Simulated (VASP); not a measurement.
# In2HSe2 in VASP: a series of runs

In2HSe2 is run at these levels: PBE+D3(BJ); tasks: single point.

The COD entry that gives the cell may itself be a prediction, so a difference from it is no test against experiment.

Program: VASP 6.6.1. These are calculated values, not measurements. Logs are shortened: lines on timing, memory, paths and dates and some standing lists are left out, and cuts for length are marked.

### 1 The cell of the first run

The cell holds a slab with vacuum, 5 atoms: a = 4.027 Å, b = 4.027 Å, c = 20.885 Å, α = 90.00°, β = 90.00°, γ = 120.00°.

### 2 Single point, PBE+D3(BJ), collinear spin, ferromagnetic start

Input file INCAR:

```
SYSTEM = In2HSe2
PREC = Accurate
ENCUT = 520
EDIFF = 1E-6
ISMEAR = 0
SIGMA = 0.05
LREAL = .False.
LASPH = .True.
NELM = 150
ALGO = Normal
ISIF = 2
LWAVE = .False.
LCHARG = .False.
ISPIN = 2
MAGMOM = 0 0 0 0 1
LORBIT = 11
LDIPOL = .True.
IDIPOL = 3
DIPOL = 0.5 0.5 0.363
GGA = PE
IVDW = 12
NBANDS = 32
```

Input file KPOINTS:

```
regular mesh
0
Gamma
  9 9 1
  0 0 0
```

Input file POSCAR:

```
In2HSe2
1.0
    4.0266103726      0.0000000000      0.0000000000
   -2.0133051863      3.4871468738      0.0000000000
    0.0000000000      0.0000000000     20.8853553747
Se In H
2 2 1
Direct
    0.0000000000      0.0000000000      0.1915217591
    0.0000000000      0.0000000000      0.4493749427
    0.6666666667      0.3333333333      0.2535479421
    0.6666666667      0.3333333333      0.3873488619
    0.6666666667      0.3333333333      0.5348134700
```

Potentials or basis: VASP PAW PBE potentials, release 64 (Se, In_d, H).

The run is started by

```console
$ cat potpaw_PBE.64/Se/POTCAR potpaw_PBE.64/In_d/POTCAR potpaw_PBE.64/H/POTCAR > POTCAR
$ mpirun -np 1 vasp_std > vasp.out
```

OUTCAR:

```text
SYSTEM = In2HSe2
   PREC = Accurate
   ENCUT = 520
   EDIFF = 1E-6
   ISMEAR = 0
   LREAL = .False.
   LASPH = .True.
   NELM = 150
   ISIF = 2
   ISPIN = 2
   LORBIT = 11
   GGA = PE
   IVDW = 12
 IVDW          = 12

 ion  position               nearest neighbor table
   1  0.000  0.000  0.192-   3 2.66   3 2.66   3 2.66
   2  0.000  0.000  0.449-   4 2.66   4 2.66   4 2.66
   3  0.667  0.333  0.254-   1 2.66   1 2.66   1 2.66   4 2.79
   4  0.667  0.333  0.387-   2 2.66   2 2.66   2 2.66   3 2.79
   5  0.667  0.333  0.535-

  LATTYP: Found a hexagonal cell.
 ALAT       =     4.0266103726
 C/A-ratio  =     5.1868329543

  Lattice vectors:

 A1 = (   4.0266103726,   0.0000000000,   0.0000000000)
 A2 = (  -2.0133051863,   3.4871468738,   0.0000000000)
 A3 = (   0.0000000000,   0.0000000000,  20.8853553747)

Analysis of symmetry for initial positions (statically):
=====================================================================
 Subroutine PRICEL returns:
 Original cell was already a primitive cell.

 Routine SETGRP: Setting up the symmetry group for a
 hexagonal supercell.

 Subroutine GETGRP returns: Found  6 space group operations
 (whereof  6 operations were pure point group operations)
 out of a pool of 24 trial point group operations.

The static configuration has the point symmetry C_3v.

Analysis of symmetry for dynamics (positions and initial velocities):
=====================================================================
 Subroutine PRICEL returns:
 Original cell was already a primitive cell.

 Routine SETGRP: Setting up the symmetry group for a
 hexagonal supercell.

 Subroutine GETGRP returns: Found  6 space group operations
 (whereof  6 operations were pure point group operations)
 out of a pool of 24 trial point group operations.

The dynamic configuration has the point symmetry C_3v.

Analysis of structural, dynamic, and magnetic symmetry:
=====================================================================
 Subroutine PRICEL returns:
 Original cell was already a primitive cell.

 Routine SETGRP: Setting up the symmetry group for a
 hexagonal supercell.

 Subroutine GETGRP returns: Found  6 space group operations
 (whereof  6 operations were pure point group operations)
 out of a pool of 24 trial point group operations.

The overall configuration has the point symmetry C_3v.

 Subroutine INISYM returns: Found  6 space group operations
 (whereof  6 operations are pure point group operations),
 and found     1 'primitive' translations

----------------------------------------------------------------------------------------

                                     Primitive cell

  volume of cell :     293.2592

  direct lattice vectors                    reciprocal lattice vectors
     4.026610373  0.000000000  0.000000000     0.248347843  0.143383694  0.000000000
    -2.013305186  3.487146874  0.000000000     0.000000000  0.286767388  0.000000000
     0.000000000  0.000000000 20.885355375     0.000000000  0.000000000  0.047880440

  length of vectors
     4.026610373  4.026610373 20.885355375     0.286767388  0.286767388  0.047880440

  position of ions in fractional coordinates (direct lattice)
     0.000000000  0.000000000  0.191521759
     0.000000000  0.000000000  0.449374943
     0.666666667  0.333333333  0.253547942
     0.666666667  0.333333333  0.387348862
     0.666666667  0.333333333  0.534813470

  ion indices of the primitive-cell ions
   primitive index   ion index
                 1           1
                 2           2
                 3           3
                 4           4
                 5           5

----------------------------------------------------------------------------------------

 KPOINTS: regular mesh

Automatic generation of k-mesh.
 Grid dimensions read from file:
 generate k-points for:    9    9    1

[... 28 lines left out ...]
  0.444444  0.111111  0.000000      6.000000
  0.222222  0.222222  0.000000      6.000000
  0.333333  0.222222  0.000000     12.000000
  0.333333  0.333333  0.000000      2.000000
   k-points           NKPTS =     12   k-points in BZ     NKDIM =     12   number of bands    NBANDS=     32
   number of dos      NEDOS =    301   number of ions     NIONS =      5
   total plane-waves  NPLWV = 144000
   dimension x,y,z NGX =    30 NGY =   30 NGZ =  160
   dimension x,y,z NGXF=    60 NGYF=   60 NGZF=  320
   ions per type =               2   2   1
   NGX,Y,Z   is equivalent  to a cutoff of  12.39, 12.39, 12.74 a.u.
   NGXF,Y,Z  is equivalent  to a cutoff of  24.77, 24.77, 25.47 a.u.
 SYSTEM =  In2HSe2
   PREC   = accura    normal or accurate (medium, high low for compatibility)
   ISTART =      0    job   : 0-new  1-cont  2-samecut
   ICHARG =      2    charge: 1-file 2-atom 10-const
   ISPIN  =      2    spin polarized calculation?
   LNONCOLLINEAR =      F non collinear calculations
   LSORBIT =      F    spin-orbit coupling
   LASPH  =      T    aspherical Exc in radial PAW
   ENCUT  =  520.0 eV  38.22 Ry    6.18 a.u.   7.49  7.49 38.83*2*pi/ulx,y,z
   NELM   =    150;   NELMIN=  2; NELMDL= -5     # of ELM steps
   EDIFF  = 0.1E-05   stopping-criterion for ELM
   LREAL  =      F    real-space projection
   EDIFFG = 0.1E-04   stopping-criterion for IOM
   NSW    =      0    number of steps for IOM
   IBRION =     -1    ionic relax: 0-MD 1-quasi-New 2-CG
   NFREE  =      0    steps in history (QN), initial steepest desc. (CG)
   ISIF   =      2    stress and relaxation
   ISYM   =      2    0-nonsym 1-usesym 2-fastsym
   POTIM  = 0.5000    time-step for ionic-motion
   TEBEG  =    0.0;   TEEND  =   0.0 temperature during run
   PSTRESS=    0.0 pullay stress
   NELECT =      39.0000    total number of electrons
   NUPDOWN=      -1.0000    fix difference up-down
   EMIN   =  10.00;   EMAX   =-10.00  energy-range for DOS
   EFERMI =   0.00;   METHOD = LEGACY
   ISMEAR =     0;   SIGMA  =   0.05  broadening in eV -4-tet -1-fermi 0-gaus
   EFERMI_NEDOS =   21; number of points for ismear=-14 and -15
   IALGO  =     38    algorithm
   IMIX   =      4    mixing-type and parameters
     AMIX     =   0.40;   BMIX     =  1.00
     AMIX_MAG =   1.60;   BMIX_MAG =  1.00
  volume/ion in A,a.u.               =      58.65       395.80
  Fermi-wavevector in a.u.,A,eV,Ry     =   0.835627  1.579106  9.500574  0.698272
  Thomas-Fermi vector in A             =   1.949217
   LORBIT       =     11    0 simple, 1 ext, 2 COOP (PROOUT), +10 PAW based schemes
   GGA     = PE    functional components
   LHFCALC =     F    Hartree Fock is set to
   AEXX    =    0.0000 exact exchange contribution
   IVDW    =    12    specifies the selected vdW correction
   LEPSILON=     F    determine dielectric tensor
   LRPA    =     F    only Hartree local field effects (RPA)
 spin polarized calculation
 Gauss-broadening in eV      SIGMA  =   0.05
  energy-cutoff  :      520.00
  volume of cell :      293.26
 maximum number of plane-waves:      7939
 NGX is ok and might be reduce to    30
   NGX = 15   NGY = 15   NGZ = 77

 dipolmoment           0.000000      0.000000     -0.001026 electrons x Angstroem

 number of electron      38.9999993 magnetization       1.0000000

 dipolmoment           0.000000      0.000000      0.014786 electrons x Angstroem

 Free energy of the ion-electron system (eV)
  ---------------------------------------------------
  ext. energy  EPLUGINS =         0.00000000
  ---------------------------------------------------
  free energy    TOTEN  =       -15.31671755 eV

  energy without entropy =      -15.31671755  energy(sigma->0) =      -15.31671755

 E-fermi :  -1.6032     XC(G=0):  -4.2559

 val. band max:       -1.8727670414   @ k =   0.1111   0.0000   0.0000
 cond. band min:      -1.0607259124   @ k =   0.0000   0.0000   0.0000
 fundamental gap:      0.8120411290
 Fermi energy:        -1.6032221785

 spin component 1

 k-point     1 :       0.0000    0.0000    0.0000
  band No.  band energies     occupation
      1     -16.2803      1.00000
      2     -16.0964      1.00000
      3     -16.0964      1.00000
      4     -16.0140      1.00000
      5     -16.0140      1.00000
      6     -16.0058      1.00000
[... 397 lines left out ...]
     30       6.4830      0.00000
     31       6.6579      0.00000
 Fermi energy:        -1.6032221785

 spin component 2

 k-point     1 :       0.0000    0.0000    0.0000
  band No.  band energies     occupation
      1     -16.2752      1.00000
      2     -16.0913      1.00000
      3     -16.0913      1.00000
      4     -16.0082      1.00000
      5     -16.0082      1.00000
      6     -16.0008      1.00000
[... 397 lines left out ...]
     30       6.8335      0.00000
     31       7.0736      0.00000
 [bands above 31 left out]

------------------------ aborting loop because EDIFF is reached ----------------------------------------

 vacuum level on the upper side and lower side of the slab       (xc-potential included)         0.025        -0.171

 Edisp (eV)   -0.96911

 E8    (eV) :    -0.4525

  FORCE on cell =-STRESS in cart. coord.  units (eV):
  Direction    XX          YY          ZZ          XY          YZ          ZX
  --------------------------------------------------------------------------------------
  -------------------------------------------------------------------------------------
  Total       0.09223     0.09223     0.08061     0.00000     0.00000     0.00000
  in kB       0.50388     0.50388     0.44043     0.00000     0.00000     0.00000
  external pressure =        0.48 kB  Pullay stress =        0.00 kB

 VOLUME and BASIS-vectors are now :
 -----------------------------------------------------------------------------
  energy-cutoff  :      520.00
  volume of cell :      293.26
      direct lattice vectors                 reciprocal lattice vectors
     4.026610373  0.000000000  0.000000000     0.248347843  0.143383694  0.000000000
    -2.013305186  3.487146874  0.000000000     0.000000000  0.286767388  0.000000000
     0.000000000  0.000000000 20.885355375     0.000000000  0.000000000  0.047880440

 POSITION                                       TOTAL-FORCE (eV/Angst)
 -----------------------------------------------------------------------------------
      0.00000      0.00000      4.00000         0.000000     -0.000000     -0.014618
      0.00000      0.00000      9.38536        -0.000000     -0.000000      0.045635
      2.01331      1.16238      5.29544         0.000000     -0.000000      0.000420
      2.01331      1.16238      8.08992        -0.000000      0.000000     -0.032501
      2.01331      1.16238     11.16977        -0.000000     -0.000000      0.001064
 -----------------------------------------------------------------------------------
    total drift:                               -0.000000      0.000000      0.000315

  FREE ENERGIE OF THE ION-ELECTRON SYSTEM (eV)
  ---------------------------------------------------
  free  energy   TOTEN  =       -16.2858323974 eV

  energy  without entropy=      -16.2858323974  energy(sigma->0) =      -16.28583240

 vacuum level on the upper side and lower side of the slab         3.948         3.747

 total charge

# of ion       s       p       d       tot
------------------------------------------
    1        1.471   2.332   0.021   3.824
    2        1.477   2.316   0.023   3.816
    3        0.859   0.655   9.882  11.396
    4        0.860   0.654   9.883  11.397
    5        0.383   0.001   0.000   0.384
--------------------------------------------------
tot          5.050   5.958  19.809  30.817

 magnetization (x)

# of ion       s       p       d       tot
------------------------------------------
    1        0.000   0.013   0.000   0.014
    2        0.010   0.020   0.003   0.033
    3        0.006   0.003   0.000   0.010
    4        0.002   0.016   0.002   0.020
    5        0.358   0.000   0.000   0.358
--------------------------------------------------
tot          0.377   0.053   0.005   0.435
```

It took 8.3 min on 1 thread of AMD EPYC 7R43 (Zen 3), shared host; peak memory 0.52 GiB.

What came out:

| Quantity | Value |
| --- | --- |
| Free energy | -16.2858 eV |
| Largest force | 0.046 eV/Å |
| Band gap on the k mesh | 0.81 eV, indirect (least direct gap 0.90 eV) |
| Net moment | 1.00 μB per cell |
| Site moments | Se +0.01, +0.03; In +0.01, +0.02; H +0.36 μB |
| Valence electrons inside the program's atomic spheres | Se 3.82; In 11.40; H 0.38 |
| Dispersion energy per atom | -0.194 eV |

Forces in eV/Å, atoms in the order of the input:
```
Se   0.000  0.000 -0.015
Se   0.000  0.000  0.046
In   0.000  0.000  0.000
In   0.000  0.000 -0.033
H    0.000  0.000  0.001
```

Caveat: spin-orbit coupling is left out, which moves the levels of the heavy elements.

### 3 Single point, PBE+D3(BJ), collinear spin, ferromagnetic start

Input file INCAR:

```
PREC = Accurate ; ENCUT = 520
EDIFF = 1E-7 ; ISMEAR = 0
SIGMA = 0.05 ; LREAL = False
LASPH = True ; NELM = 150
ALGO = Normal ; ISIF = 2
LWAVE = False ; LCHARG = True
ISPIN = 2 ; MAGMOM = 0 0 0 0 1
LORBIT = 11 ; LDIPOL = True
IDIPOL = 3 ; DIPOL = 0.5 0.5 0.361
GGA = PE ; IVDW = 12
LELF = True ; LVHAR = True
LVACPOTAV = True ; NBANDS = 32
```

Input file KPOINTS:

```
regular mesh
0
Gamma
  9 9 1
```

Edit POSCAR of step 2 so:

```diff
@@ -12,2 +12,2 @@
     0.6666666667      0.3333333333      0.3873488619
-    0.6666666667      0.3333333333      0.5348134700
+    0.0000000000      0.0000000000      0.5252745112
```

Potentials or basis: VASP PAW PBE potentials, release 64 (Se, In_d, H).

The run is started by

```console
$ cat potpaw_PBE.64/Se/POTCAR potpaw_PBE.64/In_d/POTCAR potpaw_PBE.64/H/POTCAR > POTCAR
$ mpirun -np 1 vasp_std > vasp.out
```

OUTCAR:

```text
PREC = Accurate
   ENCUT = 520
   EDIFF = 1E-7
   ISMEAR = 0
   LREAL = False
   LASPH = True
   NELM = 150
   ISIF = 2
   ISPIN = 2
   LORBIT = 11
   GGA = PE
   IVDW = 12
 IVDW          = 12

 ion  position               nearest neighbor table
   1  0.000  0.000  0.192-   3 2.66   3 2.66   3 2.66
   2  0.000  0.000  0.449-   5 1.59   4 2.66   4 2.66   4 2.66
   3  0.667  0.333  0.254-   1 2.66   1 2.66   1 2.66   4 2.79
   4  0.667  0.333  0.387-   2 2.66   2 2.66   2 2.66   3 2.79
   5  0.000  0.000  0.525-   2 1.59

[... 1046 lines left out ...]
     0.000000000  0.000000000 20.885355375     0.000000000  0.000000000  0.047880440

 POSITION                                       TOTAL-FORCE (eV/Angst)
 -----------------------------------------------------------------------------------
      0.00000      0.00000      4.00000         0.000000     -0.000000      0.004793
      0.00000      0.00000      9.38536         0.000000     -0.000000      1.277516
      2.01331      1.16238      5.29544         0.000000      0.000000     -0.118758
      2.01331      1.16238      8.08992        -0.000000     -0.000000     -1.187014
      0.00000      0.00000     10.97054         0.000000     -0.000000      0.023462
 -----------------------------------------------------------------------------------
    total drift:                               -0.000000      0.000000      0.000260

  FREE ENERGIE OF THE ION-ELECTRON SYSTEM (eV)
  ---------------------------------------------------
  free  energy   TOTEN  =       -16.5580776943 eV

  energy  without entropy=      -16.5546629975  energy(sigma->0) =      -16.55637035

 vacuum level on the upper side and lower side of the slab         3.074         4.389

 total charge

# of ion       s       p       d       tot
------------------------------------------
    1        1.476   2.321   0.022   3.818
    2        1.501   2.337   0.048   3.887
    3        0.858   0.631   9.889  11.377
    4        0.919   0.627   9.879  11.425
    5        0.493   0.017   0.000   0.510
--------------------------------------------------
tot          5.247   5.933  19.837  31.017

 magnetization (x)

# of ion       s       p       d       tot
------------------------------------------
    1        0.000   0.003   0.000   0.004
    2        0.004  -0.001   0.002   0.005
    3        0.001   0.000   0.001   0.002
    4       -0.001   0.007   0.001   0.007
    5        0.008  -0.000   0.000   0.008
--------------------------------------------------
tot          0.013   0.010   0.003   0.026
```

stdout:

```text
POSCAR found type information on POSCAR SeInH
 POSCAR found :  3 types and       5 ions
 scaLAPACK will be used
 LDA part: xc-table for (Slater+PW92), standard interpolation
 POSCAR, INCAR and KPOINTS ok, starting setup
 FFT: planning ... GRIDC
 FFT: planning ... GRID_SOFT
 FFT: planning ... GRID
 WAVECAR not read
 entering main loop
 -----------------------------------------------------------------------------
|                                                                             |
|           W    W    AA    RRRRR   N    N  II  N    N   GGGG   !!!           |
|           W    W   A  A   R    R  NN   N  II  NN   N  G    G  !!!           |
|           W    W  A    A  R    R  N N  N  II  N N  N  G       !!!           |
|           W WW W  AAAAAA  RRRRR   N  N N  II  N  N N  G  GGG   !            |
|           WW  WW  A    A  R   R   N   NN  II  N   NN  G    G                |
|           W    W  A    A  R    R  N    N  II  N    N   GGGG   !!!           |
|                                                                             |
|     Did not find any points to average over, which means that no vacuum     |
|     field-free region was found. Please increase the size of  your cell     |
|     in the dimension of the dipole correction to obtain accurate            |
|     workfunction values.                                                    |
|                                                                             |
 -----------------------------------------------------------------------------
```

Run time: 16 min. Hardware: 1 thread of Oxide Virtual Turin-like, shared host; peak memory 0.53 GiB.

Results:

```
Free energy                                           : -16.5581 eV
Largest force                                         : 1.278 eV/Å
Net moment                                            : 0.07 μB per cell
Valence electrons inside the program's atomic spheres : Se 3.82, 3.89; In 11.38, 11.43; H 0.51
Dispersion energy per atom                            : -0.188 eV
```

Forces on the atoms (eV/Å):
```
Se   0.000  0.000  0.005
Se   0.000  0.000  1.278
In   0.000  0.000 -0.119
In   0.000  0.000 -1.187
H    0.000  0.000  0.023
```

Caveat: spin-orbit coupling is left out, which moves the levels of the heavy elements.

[end of part 1 of 2]
